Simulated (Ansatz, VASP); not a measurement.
# Li2H in VASP and in Ansatz

The input INCAR:

```
PREC = Accurate ; ENCUT = 600
EDIFF = 1E-6 ; ISMEAR = 0
SIGMA = 0.1 ; LREAL = False
LASPH = True ; NELM = 100
ALGO = Normal ; ISIF = 3
LWAVE = False ; LCHARG = False
GGA = PE ; IBRION = 2
NSW = 100 ; EDIFFG = -0.01
```

Contents of KPOINTS:

```
regular mesh
0
Gamma
  15 15 4
```

Contents of POSCAR:

```
Li2H
1.0
    2.8070274865      0.0000000000      0.0000000000
   -1.4035137432      2.4309571124      0.0000000000
    0.0000000000      0.0000000000     10.2188052223
Li H
4 2
Direct
    0.3333333333      0.6666666667      0.3723037900
    0.6666666667      0.3333333333      0.8723037900
    0.3333333333      0.6666666667      0.1276962100
    0.6666666667      0.3333333333      0.6276962100
    0.0000000000      0.0000000000      0.2500000000
    0.0000000000      0.0000000000      0.7500000000
```

Input for Ansatz:

```yaml
crystal:
  lattice:
    - [2.8070274865, 0.0, 0.0]
    - [-1.4035137432, 2.4309571124, 0.0]
    - [0.0, 0.0, 10.2188052223]
  atoms:
    - { symbol: Li, position: [0.3333333333, 0.6666666667, 0.37230379] }
    - { symbol: Li, position: [0.6666666667, 0.3333333333, 0.87230379] }
    - { symbol: Li, position: [0.3333333333, 0.6666666667, 0.12769621] }
    - { symbol: Li, position: [0.6666666667, 0.3333333333, 0.62769621] }
    - { symbol: H, position: [0.0, 0.0, 0.25] }
    - { symbol: H, position: [0.0, 0.0, 0.75] }
basis:
  ecutwfc: 420
kpoints:
  mp_grid: { grid: [15, 15, 4] }
hamiltonian:
  xc: pbe
scf:
  occupations: { method: gaussian, width: 0.1 }
output:
  forces: true
  stress: true
  eigenvalues: true
relax:
  adjacent_minimum: "off"
  f_tol: 0.01
  max_steps: 80
  cell: { stress_tol: 0.05 }
```

Change from the starting cell: species swapped into the LaBr2 type (P6_3/mmc, No. 194).

Alike in both runs: task relaxation of cell and atoms; functional PBE; k mesh 15 × 15 × 4; occupations gaussian, width 0.1 eV; no spin polarisation.

|  | VASP | Ansatz |
| --- | --- | --- |
| version | VASP 6.6.1 | Ansatz 0.2.0 |
| potentials or method | VASP PAW PBE potentials, release 64 (Li_sv, H), cutoff 600 eV | scalar-relativistic, plane waves, PAW |
| valence electrons in the cell | 14 | 14 |

Ansatz gave:

```
gap on the k mesh at the Fermi level, each at its own relaxed structure (eV) : none
relaxed volume (Å³/atom)                                                     : 11.67
relaxed cell length with the largest relative difference (Å)                 : 10.246
```

Q: What did VASP give for the same quantities?

A: gap on the k mesh at the Fermi level, each at its own relaxed structure (eV): none; relaxed volume (Å³/atom): 11.61; relaxed cell length with the largest relative difference (Å): 10.221.

A gap of «none» marks a metal or a gap that the smearing closes.

Noted on VASP's run: the cutoff is short for stress, so the pressure is rough.
